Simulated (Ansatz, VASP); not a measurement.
# One calculation of Be3SbP, two programs

Contents of INCAR:

```
SYSTEM = Be3SbP
PREC = Accurate ; ENCUT = 600
EDIFF = 1E-6 ; ISMEAR = 0
SIGMA = 0.05 ; LREAL = .False.
LASPH = .True. ; NELM = 120
ALGO = Normal ; ISIF = 2
LWAVE = .False. ; LCHARG = .True.
GGA = PE ; LELF = .True.
LVHAR = .True. ; NBANDS = 16
GGA_COMPAT = .False.
```

File KPOINTS:

```
Automatic mesh
0
Gamma
  4 4 4
  0 0 0
```

File POSCAR:

```
Be3SbP
1.0
    4.2378098728      0.0000000000      0.0000000000
    0.0000000000      4.2378098728      0.0000000000
    0.0000000000      0.0000000000      4.2378098728
Sb P Be
1 1 3
Direct
    0.0000000000      0.0000000000      0.0000000000
    0.5000000000      0.5000000000      0.5000000000
    0.5000000000      0.5000000000      0.0000000000
    0.5000000000      0.0000000000      0.5000000000
    0.0000000000      0.5000000000      0.5000000000
```

Input for Ansatz:

```yaml
crystal:
  lattice:
    - [4.2378098728, 0.0, 0.0]
    - [0.0, 4.2378098728, 0.0]
    - [0.0, 0.0, 4.2378098728]
  atoms:
    - { symbol: Sb, position: [0.0, 0.0, 0.0] }
    - { symbol: P, position: [0.5, 0.5, 0.5] }
    - { symbol: Be, position: [0.5, 0.5, 0.0] }
    - { symbol: Be, position: [0.5, 0.0, 0.5] }
    - { symbol: Be, position: [0.0, 0.5, 0.5] }
basis:
  ecutwfc: 420
kpoints:
  mp_grid: { grid: [4, 4, 4] }
hamiltonian:
  xc: pbe
scf:
  occupations: { method: gaussian, width: 0.05 }
output:
  forces: true
  stress: true
  eigenvalues: true
```

Alike in both runs: task single point; functional PBE; k mesh 4 × 4 × 4; occupations gaussian, width 0.05 eV; no spin polarisation.

```csv
,VASP,Ansatz
version,VASP 6.6.1,Ansatz 0.2.0
potentials or method,"VASP PAW PBE potentials, release 64 (Sb, P, Be), cutoff 600 eV","scalar-relativistic, plane waves, PAW"
valence electrons in the cell,16,26
```

|  | VASP | Ansatz | Ansatz less VASP |
| --- | --- | --- | --- |
| gap on the k mesh at the Fermi level (eV) | none | none | - |
| pressure (GPa) | 0.0 | 0.0 | -0.01 |

A gap of «none» marks a metal or a gap that the smearing closes. VASP's potentials hold 16 valence electrons a cell and Ansatz's 26, so a difference there can come from the potentials and not from the codes.

The k mesh is coarse, so the values compare programs but aren't converged. Spin-orbit coupling is off throughout.
